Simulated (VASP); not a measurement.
# N (P6_3/mmc) in VASP: a series of runs, part 2 of 2

VASP 6.6.1. Earlier steps stand in the parts before.

## (3) Single point, PBE+D4, collinear spin

This run uses another cell than the first one, of 6.72 Å³/atom, 1.042 times its volume.

INCAR

```
SYSTEM = N
PREC = Accurate ; ENCUT = 520
EDIFF = 1E-6 ; ISMEAR = -1
SIGMA = 0.05 ; LREAL = .False.
LASPH = .True. ; NELM = 150
ALGO = Normal ; ISIF = 2
LWAVE = .False. ; LCHARG = .False.
ISPIN = 2 ; MAGMOM = 1 0
LORBIT = 11 ; NUPDOWN = 1.0
GGA = PE ; IVDW = 13
NBANDS = 16
```

KPOINTS

```
regular mesh
0
Gamma
  12 12 11
  0 0 0
```

POSCAR

```
N
1.0
    2.5194737886      0.0000000000      0.0000000000
   -1.2597368943      2.1819283051      0.0000000000
    0.0000000000      0.0000000000      2.4460020000
N
2
Direct
    0.3333333333      0.6666666667      0.7500000000
    0.6666666667      0.3333333333      0.2500000000
```

Potentials or basis: VASP PAW PBE potentials, release 64 (N).

The run is started by

```console
$ cat potpaw_PBE.64/N/POTCAR > POTCAR
$ mpirun -np 1 vasp_std > vasp.out
```

OUTCAR:

```text
SYSTEM = N
   PREC = Accurate
   ENCUT = 520
   EDIFF = 1E-6
   ISMEAR = -1
   LREAL = .False.
   LASPH = .True.
   NELM = 150
   ISIF = 2
   ISPIN = 2
   LORBIT = 11
   NUPDOWN = 1.0
   GGA = PE
   IVDW = 13

 ion  position               nearest neighbor table
   1  0.333  0.667  0.750-
   2  0.667  0.333  0.250-

  LATTYP: Found a hexagonal cell.
 ALAT       =     2.5194737886
 C/A-ratio  =     0.9708384390

  Lattice vectors:

 A1 = (   2.5194737886,   0.0000000000,   0.0000000000)
 A2 = (  -1.2597368943,   2.1819283051,   0.0000000000)
 A3 = (   0.0000000000,   0.0000000000,   2.4460020000)

Analysis of symmetry for initial positions (statically):
=====================================================================
 Subroutine PRICEL returns:
 Original cell was already a primitive cell.

 Routine SETGRP: Setting up the symmetry group for a
 hexagonal supercell.

 Subroutine GETGRP returns: Found 24 space group operations
 (whereof 12 operations were pure point group operations)
 out of a pool of 24 trial point group operations.

[... 1092 lines left out ...]
      6       9.1540      0.00000
[... 8 lines left out ...]
     15      41.8701      0.00000
     16      47.1594      0.00000

 [... further k-points ...]

------------------------ aborting loop because EDIFF is reached ----------------------------------------

  DFT-D4 for vdW energy calculation

  Edisp (eV):   -0.33414

  FORCE on cell =-STRESS in cart. coord.  units (eV):
  Direction    XX          YY          ZZ          XY          YZ          ZX
  --------------------------------------------------------------------------------------
  -------------------------------------------------------------------------------------
  Total       1.24015     1.24015     0.95363    -0.00000     0.00000     0.00000
  in kB     147.76648   147.76648   113.62742    -0.00000     0.00000     0.00000
  external pressure =      136.39 kB  Pullay stress =        0.00 kB

 VOLUME and BASIS-vectors are now :
 -----------------------------------------------------------------------------
  energy-cutoff  :      520.00
  volume of cell :       13.45
      direct lattice vectors                 reciprocal lattice vectors
     2.519473789  0.000000000  0.000000000     0.396908277  0.229155100  0.000000000
    -1.259736894  2.181928305  0.000000000     0.000000000  0.458310201  0.000000000
     0.000000000  0.000000000  2.446002000     0.000000000  0.000000000  0.408830410

 POSITION                                       TOTAL-FORCE (eV/Angst)
 -----------------------------------------------------------------------------------
     -0.00000      1.45462      1.83450         0.000000      0.000000      0.000000
      1.25974      0.72731      0.61150        -0.000000     -0.000000      0.000000
 -----------------------------------------------------------------------------------
    total drift:                                0.000000     -0.000000      0.000000

  FREE ENERGIE OF THE ION-ELECTRON SYSTEM (eV)
  ---------------------------------------------------
  free  energy   TOTEN  =        -9.2641835245 eV

  energy  without entropy=       -9.2567602240  energy(sigma->0) =       -9.26047187

 total charge

# of ion       s       p       d       tot
------------------------------------------
    1        1.388   2.001   0.000   3.389
    2        1.388   2.001   0.000   3.389
--------------------------------------------------
tot          2.776   4.003   0.000   6.779

 magnetization (x)

# of ion       s       p       d       tot
------------------------------------------
    1        0.049   0.350   0.000   0.399
    2        0.049   0.350   0.000   0.399
--------------------------------------------------
tot          0.098   0.700   0.000   0.798
```

stdout:

```text
POSCAR found type information on POSCAR N
 POSCAR found :  1 types and       2 ions
 scaLAPACK will be used
 LDA part: xc-table for (Slater+PW92), standard interpolation
 POSCAR, INCAR and KPOINTS ok, starting setup
 FFT: planning ... GRIDC
 FFT: planning ... GRID_SOFT
 FFT: planning ... GRID
 WAVECAR not read
 entering main loop
```

It took 1.9 min on 1 thread of AMD EPYC 7R13, shared host; peak memory 0.11 GiB.

Results:

- Free energy: -9.2642 eV
- Pressure: 13.6 GPa
- Net moment: 1.00 μB per cell
- Site moments: N +0.40 μB
- Valence electrons inside the program's atomic spheres: N 3.39
- Dispersion energy per atom: -0.167 eV

Caveat: the total moment is fixed, so each spin has its own Fermi level.

## (4) Single point, SVWN5, non-collinear spin, typed start

This run uses another cell than the first one, of 6.72 Å³/atom, 1.042 times its volume.

INCAR

```
SYSTEM = N
PREC = Accurate
ENCUT = 520
EDIFF = 1E-6
ISMEAR = -1
SIGMA = 0.01
LREAL = .False.
LASPH = .True.
NELM = 150
ALGO = Normal
ISIF = 2
LWAVE = .False.
LCHARG = .True.
LNONCOLLINEAR = .True.
MAGMOM = 0.5 0 0 -0.25 0 0
LORBIT = 11
GGA = VW
LVHAR = .True.
NBANDS = 22
```

KPOINTS

```
regular mesh
0
Gamma
  9 9 8
  0 0 0
```

POSCAR is that of step 3.

Potentials or basis: VASP PAW PBE potentials, release 64 (N).

The run is started by

```console
$ cat potpaw_PBE.64/N/POTCAR > POTCAR
$ mpirun -np 1 vasp_ncl > vasp.out
```

OUTCAR:

```text
SYSTEM = N
   PREC = Accurate
   ENCUT = 520
   EDIFF = 1E-6
   ISMEAR = -1
   LREAL = .False.
   LASPH = .True.
   NELM = 150
   ISIF = 2
   LNONCOLLINEAR = .True.
   LORBIT = 11
   GGA = VW

 ion  position               nearest neighbor table
   1  0.333  0.667  0.750-
   2  0.667  0.333  0.250-

  LATTYP: Found a hexagonal cell.
 ALAT       =     2.5194737886
 C/A-ratio  =     0.9708384390

  Lattice vectors:

 A1 = (   2.5194737886,   0.0000000000,   0.0000000000)
 A2 = (  -1.2597368943,   2.1819283051,   0.0000000000)
 A3 = (   0.0000000000,   0.0000000000,   2.4460020000)

Analysis of symmetry for initial positions (statically):
[... 824 lines left out ...]
      1.25974      0.72731      0.61150        -0.000000      0.000000      0.000000
 -----------------------------------------------------------------------------------
    total drift:                                0.000000      0.000000     -0.000000

  FREE ENERGIE OF THE ION-ELECTRON SYSTEM (eV)
  ---------------------------------------------------
  free  energy   TOTEN  =        -6.4327328620 eV

  energy  without entropy=       -6.4322661063  energy(sigma->0) =       -6.43249948

 total charge

# of ion       s       p       d       tot
------------------------------------------
    1        1.372   1.992   0.000   3.364
    2        1.372   1.992   0.000   3.364
--------------------------------------------------
tot          2.744   3.984   0.000   6.728

 magnetization (x)

# of ion       s       p       d       tot
------------------------------------------
    1        0.001  -0.010   0.000  -0.009
    2       -0.001   0.009   0.000   0.009
--------------------------------------------------
tot         -0.000  -0.000   0.000  -0.000

 magnetization (y)

# of ion       s       p       d       tot
------------------------------------------
    1        0.000   0.000   0.000   0.000
    2        0.000   0.000   0.000   0.000
--------------------------------------------------
tot          0.000   0.000   0.000   0.000

 magnetization (z)

# of ion       s       p       d       tot
------------------------------------------
    1        0.000   0.000   0.000   0.000
    2        0.000   0.000   0.000   0.000
--------------------------------------------------
tot          0.000   0.000   0.000   0.000
```

Wall time 6 min (1 thread of AMD EPYC 7R13, shared host); peak memory 0.21 GiB.

What came out:

- Free energy: -6.4327 eV
- Pressure: -7.9 GPa
- Band gap on the k mesh: zero (band 10 reaches 7.63 eV, above the bottom of band 11 at 2.86 eV)
- Net moment: 0.00 μB per cell
- Valence electrons inside the program's atomic spheres: N 3.36

Stress tensor (GPa, compression positive):
```
 -4.34   0.00   0.00
  0.00  -4.34   0.00
  0.00   0.00 -15.06
```

Moments on the atoms (μB; x, y, z):
```
N   -0.01  0.00  0.00
N    0.01  0.00  0.00
```

Caveat: the PAW data sets were made with another functional, which shifts forces and pressure a little.

## (5) Overview

| level | spin | fixed moment (μB) | cell | k mesh | smearing | gap on the mesh (eV) | pressure (GPa) | moment (μB) |
| --- | --- | --- | --- | --- | --- | --- | --- | --- |
| PBE | off | - | a = 2.485, b = 2.485, c = 2.413 Å, angles 90.0, 90.0, 120.0°, 2 atoms | 12 × 12 × 11 | fermi-dirac 0.05 eV | none | 20.0 | - |
| PBE+D4 | collinear | 1.0 | a = 2.519, b = 2.519, c = 2.446 Å, angles 90.0, 90.0, 120.0°, 2 atoms | 12 × 12 × 11 | fermi-dirac 0.05 eV | - | 13.6 | 1.00 |
| SVWN5 | non-collinear, typed start | - | a = 2.519, b = 2.519, c = 2.446 Å, angles 90.0, 90.0, 120.0°, 2 atoms | 9 × 9 × 8 | fermi-dirac 0.01 eV | none | -7.9 | 0.00 |

Alike in all rows: task single point; potentials or basis VASP PAW PBE potentials, release 64 (N); cutoff (eV) 520.

Caveats: the total moment is fixed, so each spin has its own Fermi level (some runs); the PAW data sets were made with another functional, which shifts forces and pressure a little (some runs).

Total energies depend on the potentials used, so only differences within one code and one set of settings carry meaning.
